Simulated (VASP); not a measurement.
Write the native input for VASP 6.6.1 that does the following.

```yaml
Task: single point
Functional: PBE
Potentials_or_basis: VASP PAW PBE potentials, release 64 (Nb_sv, V_sv, O)
Cutoff: 520 eV
k_mesh: 9 × 9 × 9
Occupations: gaussian, width 0.1 eV
Spin: collinear spin, ferromagnetic start
Starting_moments: "[0.0, 2.0, 0.0, 0.0] μB"
Dipole_correction: no
Further_INCAR_settings: ALGO = Normal; EDIFF = 1e-07; NBANDS = 31
```

The structure of NbVO2 lies in POSCAR:

```
NbVO2
1.0
    1.4675251616      0.8472760471      4.7929171074
   -1.4675251616      0.8472760471      4.7929171074
    0.0000000000     -1.6945520942      4.7929171074
Nb V O
1 1 2
Direct
    0.5000000000      0.5000000000      0.5000000000
    0.0000000000      0.0000000000      0.0000000000
    0.2500000000      0.2500000000      0.2500000000
    0.7500000000      0.7500000000      0.7500000000
```

These files were run (other wordings do the same):

INCAR

```
ALGO = Normal ; EDIFF = 1E-7
ENCUT = 520 ; GGA = PE
ISIF = 2 ; ISMEAR = 0
ISPIN = 2 ; LASPH = True
LCHARG = False ; LMAXMIX = 4
LORBIT = 11 ; LREAL = False
LWAVE = False ; MAGMOM = 0 2 0 0
NBANDS = 31 ; NELM = 150
PREC = Accurate ; SIGMA = 0.1
```

KPOINTS

```
k-points
0
Gamma
  9 9 9
```

Potentials or basis: VASP PAW PBE potentials, release 64 (Nb_sv, V_sv, O).

The run is started by

```bash
$ cat potpaw_PBE.64/Nb_sv/POTCAR potpaw_PBE.64/V_sv/POTCAR potpaw_PBE.64/O/POTCAR > POTCAR
$ mpirun -np 1 vasp_std > vasp.out
```

It gave:

* Pressure: 49.8 GPa
* Largest force: 2.920 eV/Å
* Net moment: 1.35 μB per cell
* Site moments: Nb -0.10; V +1.35; O +0.02 μB
* Valence electrons inside the program's atomic spheres: Nb 10.93; V 11.70; O 5.14

Caveat: the cell stands under pressure; forces of over 1 eV/Å act on the atoms, so gaps and moduli don't describe the material at rest.

It took 7.8 min on 1 thread of Intel(R) Xeon(R) Platinum 8488C (Sapphire Rapids) (shared host), peak memory 0.39 GiB.
